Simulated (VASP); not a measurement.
# HfSi5 (F-43m) in VASP: further runs, part 2 of 2

VASP 6.6.1. The steps go on from the part before.

## Step 5: Single point, PBE

This run uses another cell than the first one, of 14.97 Å³/atom.

INCAR

```
PREC = Accurate
ENCUT = 520
EDIFF = 1E-6
ISMEAR = 0
SIGMA = 0.1
LREAL = False
LASPH = True
NELM = 60
ALGO = Normal
ISIF = 2
LWAVE = False
LCHARG = True
GGA = PE
LELF = True
LVHAR = True
NBANDS = 24
```

KPOINTS

```
Automatic mesh
0
Gamma
  10 10 10
```

POSCAR

```
HfSi5
1.0
    0.0000000000      3.5543717801      3.5543717801
    3.5543717801      0.0000000000      3.5543717801
    3.5543717801      3.5543717801      0.0000000000
Hf Si
1 5
Direct
    0.5000000000      0.5000000000      0.5000000000
    0.1248264221      0.1248264221      0.6255207338
    0.1248264221      0.6255207338      0.1248264221
    0.7500000000      0.7500000000      0.7500000000
    0.1248264221      0.1248264221      0.1248264221
    0.6255207338      0.1248264221      0.1248264221
```

On the command line:

```console
$ cat potpaw_PBE.64/Hf_pv/POTCAR potpaw_PBE.64/Si/POTCAR > POTCAR
$ mpirun -np 1 vasp_std > vasp.out
```

Run time: 1.9 min. Hardware: 1 thread of Intel Xeon 8259CL, shared host; peak memory 0.29 GiB.

Results (log left out):

- Free energy: -36.4747 eV
- Pressure: -0.2 GPa
- Largest force: 0.014 eV/Å
- Band gap on the k mesh: zero (bands 15 and 16 overlap by 1.59 eV)

Forces in eV/Å, atoms in the order of the input:
```
Hf   0.000  0.000  0.000
Si  -0.008 -0.008  0.008
Si  -0.008  0.008 -0.008
Si   0.000  0.000  0.000
Si   0.008  0.008  0.008
Si   0.008 -0.008 -0.008
```

Levels at points of the mesh, in eV from the Fermi level:
```csv
k point,band 12,band 13,band 14,band 15,band 16,band 17,band 18,band 19
"(0.00, 0.00, 0.00)",-5.25,-3.82,-3.82,-0.55,-0.55,-0.55,2.24,3.89
"(0.50, 0.00, 0.00)",-2.14,-2.14,-0.99,0.35,0.35,0.79,2.26,2.26
"(0.50, 0.50, 0.00)",-1.51,-1.42,-1.04,-0.20,0.66,0.66,1.21,1.57
```

Caveat: spin-orbit coupling is left out, which moves the levels of the heavy elements.

## Step 6: Relaxation of cell and atoms, PBE

INCAR

```
SYSTEM = HfSi5
  ALGO = Normal
  EDIFF = 1E-6
  EDIFFG = -0.01
  ENCUT = 600
  GGA = PE
  IBRION = 2
  ISIF = 3
  ISMEAR = 0
  LASPH = .True.
  LCHARG = .False.
  LREAL = .False.
  LWAVE = .False.
  NELM = 100
  NSW = 100
  PREC = Accurate
  SIGMA = 0.1
```

KPOINTS

```
k-points
0
Gamma
  10 10 10
  0 0 0
```

POSCAR

```
HfSi5
1.0
    0.0000000000      3.5432767103      3.5432767103
    3.5432767103      0.0000000000      3.5432767103
    3.5432767103      3.5432767103      0.0000000000
Hf Si
1 5
Direct
    0.5000000000      0.5000000000      0.5000000000
    0.1246756484      0.1246756484      0.6259730549
    0.1246756484      0.6259730549      0.1246756484
    0.7500000000      0.7500000000      0.7500000000
    0.1246756484      0.1246756484      0.1246756484
    0.6259730549      0.1246756484      0.1246756484
```

Potentials or basis: VASP PAW PBE potentials, release 64 (Hf_pv, Si).

On the command line:

```console
$ cat potpaw_PBE.64/Hf_pv/POTCAR potpaw_PBE.64/Si/POTCAR > POTCAR
$ mpirun -np 1 vasp_std > vasp.out
```

OUTCAR:

```text
SYSTEM = HfSi5
   EDIFF = 1E-6
   EDIFFG = -0.01
   ENCUT = 600
   GGA = PE
   IBRION = 2
   ISIF = 3
   ISMEAR = 0
   LASPH = .True.
   LREAL = .False.
   NELM = 100
   NSW = 100
   PREC = Accurate

 ion  position               nearest neighbor table
   1  0.500  0.500  0.500-   2 2.94   3 2.94   6 2.94   5 2.94   5 2.94   5 2.94   2 2.94   2 2.94
                             6 2.94   6 2.94   3 2.94   3 2.94   4 3.07   4 3.07   4 3.07   4 3.07
   2  0.125  0.125  0.626-   3 2.50   5 2.50   6 2.50   3 2.51   6 2.51   5 2.51   4 2.94   4 2.94
                             4 2.94   1 2.94   1 2.94   1 2.94
   3  0.125  0.626  0.125-   2 2.50   5 2.50   6 2.50   6 2.51   2 2.51   5 2.51   4 2.94   4 2.94
                             4 2.94   1 2.94   1 2.94   1 2.94
   4  0.750  0.750  0.750-   2 2.94   2 2.94   3 2.94   6 2.94   6 2.94   3 2.94   5 2.94   5 2.94
                             5 2.94   2 2.94   3 2.94   6 2.94   1 3.07   1 3.07   1 3.07   1 3.07
   5  0.125  0.125  0.125-   2 2.50   3 2.50   6 2.50   6 2.51   3 2.51   2 2.51   4 2.94   4 2.94
                             4 2.94   1 2.94   1 2.94   1 2.94
   6  0.626  0.125  0.125-   2 2.50   3 2.50   5 2.50   3 2.51   2 2.51   5 2.51   4 2.94   4 2.94
                             4 2.94   1 2.94   1 2.94   1 2.94

  LATTYP: Found a face centered cubic cell.
 ALAT       =     7.0865534206

  Lattice vectors:

[... 195 lines left out ...]
  Total        0.4843618      0.4843618      0.4843618     -0.0000000      0.0000000      0.0000000
  in kB        8.7223849      8.7223849      8.7223849     -0.0000000      0.0000000      0.0000000
  external PRESSURE =       8.7223849 kB  Pullay stress =       0.0000000 kB
[... 187 lines left out ...]
--------------------------------------- Ionic step        6  -------------------------------------------

 number of electron      29.9999998 magnetization

 Free energy of the ion-electron system (eV)
  ---------------------------------------------------
  ext. energy  EPLUGINS =         0.00000000
  ---------------------------------------------------
  free energy    TOTEN  =       -36.47565680 eV

  energy without entropy =      -36.45552278  energy(sigma->0) =      -36.46558979

 E-fermi :   9.6511     XC(G=0): -11.4337

 val. band max:        9.6440947562   @ k =   0.5000   0.4000   0.0000
 cond. band min:       9.6610300979   @ k =   0.5000   0.3000   0.0000
 fundamental gap:      0.0169353418
 Fermi energy:         9.6511141750

 k-point     1 :       0.0000    0.0000    0.0000
  band No.  band energies     occupation
      1     -21.3828      2.00000
      2     -21.3828      2.00000
      3     -21.3828      2.00000
      4      -4.5907      2.00000
      5       2.0075      2.00000
      6       3.4132      2.00000
[... 505 lines left out ...]
      6       0.7863      2.00000
[... 11 lines left out ...]
     18      10.8068      0.00000
     19      12.4694      0.00000

 [... further k-points ...]

------------------------ aborting loop because EDIFF is reached ----------------------------------------

  FORCE on cell =-STRESS in cart. coord.  units (eV):
  Direction    XX          YY          ZZ          XY          YZ          ZX
  --------------------------------------------------------------------------------------
  -------------------------------------------------------------------------------------
  Total       -0.0180267     -0.0180267     -0.0180267     -0.0000000     -0.0000000      0.0000000
  in kB       -0.3221745     -0.3221745     -0.3221745     -0.0000000     -0.0000000      0.0000000
  external PRESSURE =      -0.3221745 kB  Pullay stress =       0.0000000 kB
[... 21 lines left out ...]
  FREE ENERGIE OF THE ION-ELECTRON SYSTEM (eV)
  ---------------------------------------------------
  free  energy   TOTEN  =       -36.4756568013 eV

  energy  without entropy=      -36.4555227788  energy(sigma->0) =      -36.46558979

 reached required accuracy - stopping structural energy minimisation
```

Wall time 4.5 min (1 thread of Intel Xeon 8259CL, shared host); peak memory 0.31 GiB.

What came out:

- Free energy: -36.4757 eV
- Relaxed volume: 14.94 Å³/atom
- Relaxed cell: a = 5.024 Å, b = 5.024 Å, c = 5.024 Å, α = 60.00°, β = 60.00°, γ = 60.00°
- Space group after relaxing (to 0.1 Å): F-43m (No. 216)
- Energy gained by relaxing: 0.3 meV/atom
- Ionic steps: 6
- Pressure after relaxing: 0.0 GPa
- Band gap on the k mesh: zero (bands 15 and 16 overlap by 1.59 eV)

Forces in eV/Å, atoms in the order of the input:
```
Hf   0.000  0.000  0.000
Si   0.002  0.002 -0.002
Si   0.002 -0.002  0.002
Si   0.000  0.000  0.000
Si  -0.002 -0.002 -0.002
Si  -0.002  0.002  0.002
```

The path:
| step | energy change (eV) | largest force (eV/Å) | pressure (GPa) | volume (Å³) |
| --- | --- | --- | --- | --- |
| 1 | 0.0000 | 0.0618 | 0.87 | 88.97 |
| 2 | -0.0014 | 0.0125 | -0.50 | 90.01 |
| 3 | -0.0020 | 0.0131 | -0.02 | 89.64 |
| 4 | -0.0020 | 0.0121 | -0.02 | 89.65 |
| 5 | -0.0020 | 0.0112 | -0.05 | 89.67 |
| 6 | -0.0021 | 0.0027 | -0.03 | 89.65 |

Final structure:
```yaml
crystal:
  lattice:
    - [0.00000, 3.55224, 3.55224]
    - [3.55224, 0.00000, 3.55224]
    - [3.55224, 3.55224, 0.00000]
  atoms:
    - { symbol: Hf, position: [0.50000, 0.50000, 0.50000] }
    - { symbol: Si, position: [0.12489, 0.12489, 0.62534] }
    - { symbol: Si, position: [0.12489, 0.62534, 0.12489] }
    - { symbol: Si, position: [0.75000, 0.75000, 0.75000] }
    - { symbol: Si, position: [0.12489, 0.12489, 0.12489] }
    - { symbol: Si, position: [0.62534, 0.12489, 0.12489] }
```

Caveat: spin-orbit coupling is left out, which moves the levels of the heavy elements.

## Step 7: Overview

| task | cell | k mesh | cutoff (eV) | gap on the mesh (eV) | pressure (GPa) | relaxed volume (Å³/atom) | largest force (eV/Å) |
| --- | --- | --- | --- | --- | --- | --- | --- |
| single point | a = 5.011 Å, angles 60.0°, 6 atoms | 4 × 4 × 4 | 520 | none | -0.2 | - | 0.06 |
| single point | a = 5.178 Å, angles 60.0°, 6 atoms | 4 × 4 × 4 | 520 | none | -8.7 | - | 0.03 |
| relaxation of cell and atoms | relaxed from a = 5.178 Å, angles 60.0°, 6 atoms | 4 × 4 × 4 | 600 | none | -0.1 | 14.82 | 0.04 |
| single point | a = 5.027 Å, angles 60.0°, 6 atoms | 10 × 10 × 10 | 520 | none | -0.2 | - | 0.01 |
| relaxation of cell and atoms | relaxed from a = 5.011 Å, angles 60.0°, 6 atoms | 10 × 10 × 10 | 600 | none | 0.0 | 14.94 | - |

Alike in all rows: level PBE; potentials or basis VASP PAW PBE potentials, release 64 (Hf_pv, Si); no spin polarisation; smearing gaussian 0.1 eV.

Caveats: some runs use coarse meshes; spin-orbit coupling is left out, which moves the levels of the heavy elements.

Total energies depend on the potentials used, so only differences within one code and one set of settings carry meaning.
